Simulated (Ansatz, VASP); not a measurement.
Al3GaN4 in VASP and in Ansatz

File INCAR:

```
SYSTEM = Al3GaN4
  ALGO = Normal
  EDIFF = 1E-7
  ENCUT = 520
  GGA = PS
  ISIF = 2
  ISMEAR = 0
  LASPH = .TRUE.
  LCHARG = .FALSE.
  LREAL = .FALSE.
  LWAVE = .FALSE.
  NBANDS = 31
  NELM = 60
  PREC = Accurate
  SIGMA = 0.05
```

File KPOINTS:

```
k-points
0
G
  6 6 6
  0 0 0
```

File POSCAR:

```
Al3GaN4
1.0
    4.4014385300      0.0000000000      0.0000000000
    0.0000000000      4.4014385300      0.0000000000
    0.0000000000      0.0000000000      4.4014385300
Al Ga N
3 1 4
Direct
    0.5129083712      0.5129083712      0.0135255038
    0.5000000000      0.0000000000      0.5000000000
    0.0000000000      0.5000000000      0.5000000000
    0.0000000000      0.0000000000      0.0000000000
    0.7441634300      0.7441634300      0.2558365700
    0.7441634300      0.2558365700      0.7441634300
    0.2558365700      0.7441634300      0.7441634300
    0.2558365700      0.2558365700      0.2558365700
```

Input for Ansatz:

```yaml
crystal:
  lattice:
    - [4.40143853, 0.0, 0.0]
    - [0.0, 4.40143853, 0.0]
    - [0.0, 0.0, 4.40143853]
  atoms:
    - { symbol: Al, position: [0.5129083712, 0.5129083712, 0.0135255038] }
    - { symbol: Al, position: [0.5, 0.0, 0.5] }
    - { symbol: Al, position: [0.0, 0.5, 0.5] }
    - { symbol: Ga, position: [0.0, 0.0, 0.0] }
    - { symbol: "N", position: [0.74416343, 0.74416343, 0.25583657] }
    - { symbol: "N", position: [0.74416343, 0.25583657, 0.74416343] }
    - { symbol: "N", position: [0.25583657, 0.74416343, 0.74416343] }
    - { symbol: "N", position: [0.25583657, 0.25583657, 0.25583657] }
basis:
  ecutwfc: 420
kpoints:
  mp_grid: { grid: [6, 6, 6] }
hamiltonian:
  xc: pbesol
scf:
  occupations: { method: gaussian, width: 0.05 }
output:
  forces: true
  stress: true
  eigenvalues: true
```

Alike in both runs: task single point; functional PBEsol; k mesh 6 × 6 × 6; occupations gaussian, width 0.05 eV; no spin polarisation.

```csv
,VASP,Ansatz
version,VASP 6.6.1,Ansatz 0.2.0
potentials or method,"VASP PAW PBE potentials, release 64 (Al, Ga_d, N), cutoff 520 eV","scalar-relativistic, plane waves, PAW"
valence electrons in the cell,42,42
```

```csv
,VASP,Ansatz,Ansatz less VASP
gap on the k mesh at the Fermi level (eV),3.14,3.14,+0.005
least direct gap on the mesh (eV),3.14,3.15,+0.005
pressure (GPa),1.1,1.2,+0.05
"traceless stress, the component that is largest in VASP (GPa)",1.39,1.36,-0.027
rms of the force components (eV/Å),0.592,0.586,-0.0058
```

VASP's potentials were made for PBE, not for PBEsol. Atom by atom the forces differ by 0.007 eV/Å (rms over components). With one functional, cell and mesh, what is left measures potentials, basis and numerics.
